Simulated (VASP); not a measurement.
BeS, 2 atoms in the cell. It takes space group F-43m (No. 216, cubic). Conventional cell: a = 4.796 Å, b = 4.796 Å, c = 4.796 Å, α = 90.00°, β = 90.00°, γ = 90.00°. Within 2.7 Å of Be (site symmetry -43m) lie 4 S at 2.08 Å. Within 2.7 Å of S (site symmetry -43m) lie 4 Be at 2.08 Å. 

```yaml
Program: VASP 6.6.1
Task: vibrations by perturbation theory
Functional: LDA
Potentials_or_basis: VASP PAW LDA potentials, release 64 (Be, S)
Cutoff: 520 eV
k_mesh: 8 × 8 × 8
Occupations: gaussian, width 0.01 eV
Spin: no spin polarisation
Dipole_correction: no
Further_INCAR_settings: ALGO = Normal; EDIFF = 1e-08; NBANDS = 11; IBRION = 8; NSW = 1
```

Potentials or basis: VASP PAW LDA potentials, release 64 (Be, S).

Run with:

```sh
$ cat potpaw_LDA.64/Be/POTCAR potpaw_LDA.64/S/POTCAR > POTCAR
$ mpirun -np 1 vasp_std > vasp.out
```

Hardware: 1 thread of AMD EPYC 7R43 64-Core Processor (Zen 3), on a shared host.

Question: How long does it take, and how much memory?

Answer: Wall time 100 s on 1 thread of AMD EPYC 7R43 64-Core Processor (Zen 3) (shared host), peak memory 0.16 GiB. Counts: scf iterations 39, k points 29.
